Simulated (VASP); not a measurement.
Here is a VASP 6.6.1 calculation.

The input INCAR:

```
SYSTEM = Se
ALGO = Normal ; EDIFF = 1E-6
EDIFFG = -0.04 ; ENCUT = 600
GGA = PE ; IBRION = 2
ISIF = 3 ; ISMEAR = 0
LASPH = .True. ; LCHARG = .False.
LREAL = .False. ; LWAVE = .False.
NELM = 100 ; NSW = 90
PREC = Accurate ; SIGMA = 0.1
```

File KPOINTS:

```
k-points
0
Gamma
  6 6 4
  0 0 0
```

The input POSCAR:

```
Se
1.0
    3.5565091695      0.0000000000      0.0000000000
    0.0000000000      3.5565091695      0.0000000000
    0.0000000000      0.0000000000      4.4954594027
Se
2
Direct
    0.0000000000      0.5000000000      0.9106610304
    0.5000000000      0.0000000000      0.0893389696
```

Potentials or basis: VASP PAW PBE potentials, release 64 (Se).

Launch:

```sh
$ cat potpaw_PBE.64/Se/POTCAR > POTCAR
$ mpirun -np 1 vasp_std > vasp.out
```

Task: What does it give for the band gap on the k mesh?

Result: 0.45 eV (least direct gap 1.16 eV).

Task: Predict the relaxed volume.

Result: 30.84 Å³/atom.

Task: Estimate the relaxed cell.

Result: a = 3.597 Å, b = 3.597 Å, c = 4.768 Å, α = 90.00°, β = 90.00°, γ = 90.00°.

Task: Predict the space group after relaxing (to 0.1 Å).

Result: P4/nmm (No. 129).

Stress tensor (GPa, compression positive):
```
-0.15  0.00  0.00
 0.00 -0.15  0.00
 0.00  0.00  0.11
```

Caveat: this functional lacks dispersion, which binds layers or chains, so the pressure and a relaxed spacing across them are unreliable. A k mesh can miss the band edges.
